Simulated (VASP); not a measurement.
# Be (I4/mmm) in VASP: further runs

Runs on Be. Level: PBE. Tasks: single point, relaxation of cell and atoms.

Program: VASP 6.6.1. These are calculated values, not measurements. Logs are shortened: lines on timing, memory, paths and dates and some standing lists are left out, and cuts for length are marked.

## 1. The cell of the first run

It takes space group I4/mmm (No. 139, tetragonal). Conventional cell: a = 2.683 Å, b = 2.683 Å, c = 11.403 Å, α = 90.00°, β = 90.00°, γ = 90.00°. Within 2.8 Å of Be (site symmetry 4mm) lie 14 Be at 2.12 to 2.68 Å. Be (site symmetry 4/mmm) has 14 Be at 2.22 to 2.68 Å within 2.9 Å. Within 2.8 Å of Be (site symmetry 4mm) lie 14 Be at 2.12 to 2.68 Å.

## 2. Single point, PBE

The input, INCAR:

```
SYSTEM = Be
  ALGO = Normal
  EDIFF = 1E-6
  ENCUT = 520
  GGA = PE
  ISIF = 2
  ISMEAR = 0
  LASPH = .True.
  LCHARG = .True.
  LELF = .True.
  LREAL = .False.
  LVHAR = .True.
  LWAVE = .False.
  NBANDS = 13
  NELM = 100
  PREC = Accurate
  SIGMA = 0.1
```

The input, KPOINTS:

```
k-points
0
Gamma
  8 8 8
  0 0 0
```

The input, POSCAR:

```
Be
1.0
   -1.3413497800      1.3413497800      5.7016727200
    1.3413497800     -1.3413497800      5.7016727200
    1.3413497800      1.3413497800     -5.7016727200
Be
5
Direct
    0.8890520300      0.8890520300      0.0000000000
    0.1109479700      0.1109479700      0.0000000000
    0.5000000000      0.5000000000      0.0000000000
    0.3055556100      0.3055556100      0.0000000000
    0.6944443900      0.6944443900      0.0000000000
```

Potentials or basis: VASP PAW PBE potentials, release 64 (Be).

The run is started by

```bash
> cat potpaw_PBE.64/Be/POTCAR > POTCAR
> mpirun -np 1 vasp_std > vasp.out
```

OUTCAR:

```text
SYSTEM = Be
   EDIFF = 1E-6
   ENCUT = 520
   GGA = PE
   ISIF = 2
   ISMEAR = 0
   LASPH = .True.
   LREAL = .False.
   NELM = 100
   PREC = Accurate

 ion  position               nearest neighbor table
   1  0.889  0.889  0.000-   4 2.12   4 2.12   4 2.12   4 2.12   5 2.22   3 2.28   3 2.28   3 2.28
                             3 2.28
   2  0.111  0.111  0.000-   5 2.12   5 2.12   5 2.12   5 2.12   4 2.22   3 2.28   3 2.28   3 2.28
                             3 2.28
   3  0.500  0.500  0.000-   4 2.22   5 2.22   2 2.28   1 2.28   2 2.28   2 2.28   2 2.28   1 2.28
                             1 2.28   1 2.28
   4  0.306  0.306  0.000-   1 2.12   1 2.12   1 2.12   1 2.12   3 2.22   2 2.22   5 2.28   5 2.28
                             5 2.28   5 2.28
   5  0.694  0.694  0.000-   2 2.12   2 2.12   2 2.12   2 2.12   3 2.22   1 2.22   4 2.28   4 2.28
                             4 2.28   4 2.28

  LATTYP: Found a body centered tetragonal cell.
 ALAT       =     2.6826995600
 C/A-ratio  =     4.2506979201

  Lattice vectors:

 A1 = (  -1.3413497800,   1.3413497800,   5.7016727200)
 A2 = (   1.3413497800,  -1.3413497800,   5.7016727200)
 A3 = (   1.3413497800,   1.3413497800,  -5.7016727200)

Analysis of symmetry for initial positions (statically):
=====================================================================
 Subroutine PRICEL returns:
 Original cell was already a primitive cell.

 Routine SETGRP: Setting up the symmetry group for a
 body centered tetragonal supercell.

 Subroutine GETGRP returns: Found 16 space group operations
 (whereof 16 operations were pure point group operations)
 out of a pool of 16 trial point group operations.

The static configuration has the point symmetry D_4h.

Analysis of symmetry for dynamics (positions and initial velocities):
=====================================================================
 Subroutine PRICEL returns:
 Original cell was already a primitive cell.

 Routine SETGRP: Setting up the symmetry group for a
 body centered tetragonal supercell.

 Subroutine GETGRP returns: Found 16 space group operations
 (whereof 16 operations were pure point group operations)
 out of a pool of 16 trial point group operations.

The dynamic configuration has the point symmetry D_4h.

 Subroutine INISYM returns: Found 16 space group operations
 (whereof 16 operations are pure point group operations),
 and found     1 'primitive' translations

----------------------------------------------------------------------------------------

                                     Primitive cell

[... 108 lines left out ...]
   NUPDOWN=      -1.0000    fix difference up-down
   EMIN   =  10.00;   EMAX   =-10.00  energy-range for DOS
   EFERMI =   0.00;   METHOD = LEGACY
   ISMEAR =     0;   SIGMA  =   0.10  broadening in eV -4-tet -1-fermi 0-gaus
   EFERMI_NEDOS =   21; number of points for ismear=-14 and -15
   IALGO  =     38    algorithm
   IMIX   =      4    mixing-type and parameters
     AMIX     =   0.40;   BMIX     =  1.00
     AMIX_MAG =   1.60;   BMIX_MAG =  1.00
  volume/ion in A,a.u.               =       8.21        55.38
  Fermi-wavevector in a.u.,A,eV,Ry     =   1.022569  1.932376 14.226902  1.045648
  Thomas-Fermi vector in A             =   2.156256
   LORBIT       =      0    0 simple, 1 ext, 2 COOP (PROOUT), +10 PAW based schemes
   GGA     = PE    functional components
   LHFCALC =     F    Hartree Fock is set to
   AEXX    =    0.0000 exact exchange contribution
   IVDW    =     0    specifies the selected vdW correction
   LEPSILON=     F    determine dielectric tensor
   LRPA    =     F    only Hartree local field effects (RPA)
 non-spin polarized calculation
 Gauss-broadening in eV      SIGMA  =   0.10
  energy-cutoff  :      520.00
  volume of cell :       41.03
 maximum number of plane-waves:      1121
 NGX is ok and might be reduce to    48
   NGX = 23   NGY = 23   NGZ = 23

 number of electron      10.0000000 magnetization

 Free energy of the ion-electron system (eV)
  ---------------------------------------------------
  ext. energy  EPLUGINS =         0.00000000
  ---------------------------------------------------
  free energy    TOTEN  =       -17.95061113 eV

  energy without entropy =      -17.94627435  energy(sigma->0) =      -17.94844274

 E-fermi :   7.0740     XC(G=0): -10.4804

 val. band max:        7.0711314661   @ k =   0.1250   0.1250   0.1250
 cond. band min:       7.1020652258   @ k =   0.2500   0.2500   0.2500
 fundamental gap:      0.0309337597
 Fermi energy:         7.0740236829

 k-point     1 :       0.0000    0.0000    0.0000
  band No.  band energies     occupation
      1      -4.4335      2.00000
      2      -1.0576      2.00000
      3      -0.9196      2.00000
      4       9.1306      0.00000
      5       9.8837      0.00000
      6      10.2322      0.00000
      7      10.2322      0.00000
      8      10.7584      0.00000
      9      10.7584      0.00000
     10      16.3279      0.00000
     11      16.6965      0.00000
     12      18.2183      0.00000
     13      18.2183      0.00000
[... 354 lines left out ...]
  band No.  band energies     occupation
      1       0.5374      2.00000
      2       0.5610      2.00000
      3       2.2946      2.00000
      4       2.3131      2.00000
      5       4.3332      2.00000
      6       8.5809      0.00000
      7       9.7566      0.00000
      8       9.8972      0.00000
      9      10.3708      0.00000
     10      10.3715      0.00000
     11      14.2324      0.00000
     12      14.4189      0.00000
     13      15.2804      0.00000

 [... further k-points ...]
[... 5 lines left out ...]
  --------------------------------------------------------------------------------------
  -------------------------------------------------------------------------------------
  Total       -1.4908656     -1.4908656      2.6571803      0.0000000      0.0000000     -0.0000000
  in kB      -58.2106839    -58.2106839    103.7493154      0.0000000      0.0000000     -0.0000000
  external PRESSURE =      -4.2240175 kB  Pullay stress =       0.0000000 kB

 VOLUME and BASIS-vectors are now :
 -----------------------------------------------------------------------------
  energy-cutoff  :      520.00
  volume of cell :       41.03
      direct lattice vectors                 reciprocal lattice vectors
    -1.341349780  1.341349780  5.701672720     0.000000000  0.372758849  0.087693564
     1.341349780 -1.341349780  5.701672720     0.372758849  0.000000000  0.087693564
     1.341349780  1.341349780 -5.701672720     0.372758849  0.372758849  0.000000000

 POSITION                                       TOTAL-FORCE (eV/Angst)
 -----------------------------------------------------------------------------------
      0.00000      0.00000     10.13817        -0.000000     -0.000000      1.445441
      0.00000      0.00000      1.26518        -0.000000     -0.000000     -1.445441
      0.00000      0.00000      5.70167         0.000000      0.000000     -0.000000
      0.00000      0.00000      3.48436         0.000000      0.000000     -1.027447
      0.00000      0.00000      7.91899         0.000000      0.000000      1.027447
 -----------------------------------------------------------------------------------
    total drift:                                0.000000     -0.000000     -0.000000

  FREE ENERGIE OF THE ION-ELECTRON SYSTEM (eV)
  ---------------------------------------------------
  free  energy   TOTEN  =       -17.9506111314 eV

  energy  without entropy=      -17.9462743479  energy(sigma->0) =      -17.94844274
```

Run time: 52 s. Hardware: 1 thread of Intel Xeon Platinum 8488C (Sapphire Rapids), shared host; peak memory 0.3 GiB.

Results:

```yaml
Free_energy: -17.9506 eV
Pressure: -0.4 GPa
Largest_force: 1.445 eV/Å
Band_gap_on_the_k_mesh: zero (bands 5 and 6 overlap by 3.56 eV)
```

Forces in eV/Å, atoms in the order of the input:
```
Be   0.000  0.000  1.445
Be   0.000  0.000 -1.445
Be   0.000  0.000  0.000
Be   0.000  0.000 -1.027
Be   0.000  0.000  1.027
```

Caveat: the stress differs along the axes, from -6 to 10 GPa; forces of over 1 eV/Å act on the atoms, so gaps and moduli don't describe the material at rest.

## 3. Relaxation of cell and atoms, PBE

The input, INCAR:

```
PREC = Accurate ; ENCUT = 600
EDIFF = 1E-6 ; ISMEAR = 0
SIGMA = 0.1 ; LREAL = False
LASPH = True ; NELM = 80
ALGO = Normal ; ISIF = 3
LWAVE = False ; LCHARG = False
GGA = PE ; IBRION = 2
NSW = 90 ; EDIFFG = -0.04
```

The input, KPOINTS:

```
Automatic mesh
0
Gamma
  8 8 8
```

POSCAR is that of step 2.

Potentials or basis: VASP PAW PBE potentials, release 64 (Be).

The run is started by

```bash
> cat potpaw_PBE.64/Be/POTCAR > POTCAR
> mpirun -np 1 vasp_std > vasp.out
```

Wall time 5.1 min (1 thread of Intel Xeon Platinum 8488C (Sapphire Rapids), shared host); peak memory 0.33 GiB.

The run converged. Its results:

```
Free energy                           : -18.3857 eV
Relaxed volume                        : 7.84 Å³/atom
Relaxed cell                          : a = 6.556 Å, b = 6.556 Å, c = 6.556 Å, α = 158.10°, β = 158.10°, γ = 31.17°
Space group after relaxing (to 0.1 Å) : Im-3m (No. 229)
Energy gained by relaxing             : 87.0 meV/atom
Ionic steps                           : 12
Pressure after relaxing               : -0.2 GPa
Largest force after relaxing          : 0.039 eV/Å
Band gap on the k mesh                : zero (bands 5 and 6 overlap by 4.53 eV)
```

Forces on the atoms (eV/Å):
```
Be   0.000  0.000 -0.031
Be   0.000  0.000  0.031
Be   0.000  0.000  0.000
Be   0.000  0.000 -0.039
Be   0.000  0.000  0.039
```

The path:
| step | energy change (eV) | largest force (eV/Å) | pressure (GPa) | volume (Å³) |
| --- | --- | --- | --- | --- |
| 1 | 0.0000 | 1.4454 | -0.42 | 41.03 |
| 2 | -0.2931 | 0.5806 | -2.29 | 40.89 |
| 3 | -0.3634 | 0.3817 | -3.00 | 40.72 |
| 4 | -0.3640 | 0.3233 | -2.97 | 40.73 |
| 5 | -0.3997 | 0.1973 | -0.40 | 39.69 |
| 6 | -0.4045 | 0.1472 | 0.70 | 39.28 |
| 7 | -0.4058 | 0.0670 | 2.68 | 38.47 |
| 8 | -0.4276 | 0.0948 | 0.94 | 38.84 |
| 9 | -0.4312 | 0.1544 | 0.35 | 39.01 |
| 10 | -0.4263 | 0.2598 | -0.62 | 39.32 |
| 11 | -0.4317 | 0.1819 | 0.11 | 39.08 |
| 12 | -0.4351 | 0.0393 | -0.23 | 39.18 |

Final structure:
```
CELL_PARAMETERS angstrom
-1.24541 1.24541 6.31469
1.24541 -1.24541 6.31469
1.24541 1.24541 -6.31469
ATOMIC_POSITIONS crystal
Be 0.90046 0.90046 0.00000
Be 0.09954 0.09954 0.00000
Be 0.50000 0.50000 0.00000
Be 0.30041 0.30041 0.00000
Be 0.69959 0.69959 0.00000
```

Levels at points of the mesh, in eV from the Fermi level:
| k point | band 3 | band 4 | band 5 | band 6 | band 7 | band 8 |
| --- | --- | --- | --- | --- | --- | --- |
| (0.00, 0.00, 0.00) | -9.50 | -0.96 | -0.90 | 4.97 | 4.97 | 5.03 |
| (0.50, 0.00, 0.00) | -6.47 | -6.46 | -5.31 | 0.29 | 2.81 | 2.86 |
| (0.50, 0.50, 0.00) | -4.25 | -1.53 | -1.52 | 0.47 | 0.51 | 0.54 |
| (0.50, 0.50, 0.50) | -5.94 | -5.94 | 3.58 | 4.12 | 4.12 | 7.59 |

The gap in the log of VASP goes by the Fermi energy; the results here count the filled bands.